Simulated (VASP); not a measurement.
Here is a VASP 6.6.1 calculation.

File INCAR:

```
SYSTEM = Sb2Pt
  PREC = Accurate
  ENCUT = 520
  EDIFF = 1E-6
  ISMEAR = -1
  SIGMA = 0.02
  LREAL = .False.
  LASPH = .True.
  NELM = 100
  ALGO = Normal
  ISIF = 2
  LWAVE = .False.
  LCHARG = .False.
  NBANDS = 52
```

File KPOINTS:

```
regular mesh
0
Gamma
  4 4 4
  0 0 0
```

Contents of POSCAR:

```
Sb2Pt
1.0
    6.5065554916      0.0000000000      0.0000000000
    0.0000000000      6.5065554916      0.0000000000
    0.0000000000      0.0000000000      6.5065554916
Sb Pt
8 4
Direct
    0.3755526315      0.3755526315      0.3755526315
    0.1244473685      0.6244473685      0.8755526315
    0.8755526315      0.1244473685      0.6244473685
    0.6244473685      0.8755526315      0.1244473685
    0.6244473685      0.6244473685      0.6244473685
    0.8755526315      0.3755526315      0.1244473685
    0.1244473685      0.8755526315      0.3755526315
    0.3755526315      0.1244473685      0.8755526315
    0.0000000000      0.0000000000      0.0000000000
    0.5000000000      0.0000000000      0.5000000000
    0.5000000000      0.5000000000      0.0000000000
    0.0000000000      0.5000000000      0.5000000000
```

Potentials or basis: VASP PAW LDA potentials, release 64 (Sb, Pt).

Command:

```bash
$ cat potpaw_LDA.64/Sb/POTCAR potpaw_LDA.64/Pt/POTCAR > POTCAR
$ mpirun -np 1 vasp_std > vasp.out
```

(1) What does it give for the pressure?

(2) What does it give for the band gap on the k mesh?

(3) Predict the largest force.

Answers

(1) -4.1 GPa.

(2) zero (bands 40 and 41 overlap by 0.22 eV).

(3) 0.142 eV/Å.

Caveat: the cell stands under tension; spin-orbit coupling is left out, which moves the levels of the heavy elements.
